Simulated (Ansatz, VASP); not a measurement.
Li5Sb2: VASP beside Ansatz

```
CELL_PARAMETERS angstrom
2.38254 4.12668 0.00000
-2.38254 4.12668 0.00000
0.00000 -2.75112 6.64497
ATOMIC_POSITIONS crystal
Sb 0.07270 0.07270 0.21810
Sb 0.92730 0.92730 0.78190
Li 0.50000 0.50000 0.50000
Li 0.21000 0.21000 0.63000
Li 0.79000 0.79000 0.37000
Li 0.35200 0.35200 0.05600
Li 0.64800 0.64800 0.94400
```

Alike in both runs: task single point; functional r2SCAN; k mesh 8 × 8 × 8; no spin polarisation.

|  | VASP | Ansatz |
| --- | --- | --- |
| version | VASP 6.6.1 | Ansatz 0.2.0 |
| potentials or method | VASP PAW PBE potentials, release 64 (Sb, Li_sv), cutoff 520 eV | PAW plane waves |
| occupations | fermi-dirac, width 0.1 eV | fermi-dirac |
| valence electrons in the cell | 25 | 45 |

VASP gave:

```
rms of the force components (eV/Å) : 0.537
```

What did Ansatz give for the same quantities?

rms of the force components (eV/Å): 0.527.

VASP's potentials were made for PBE, not for r2SCAN. Atom by atom the forces differ by 0.014 eV/Å (rms over components). VASP's potentials hold 25 valence electrons a cell and Ansatz's 45, so a difference there can come from the potentials and not from the codes.

Spin-orbit coupling is off throughout. Noted on VASP's run: the cutoff is short for stress, so the pressure is rough.
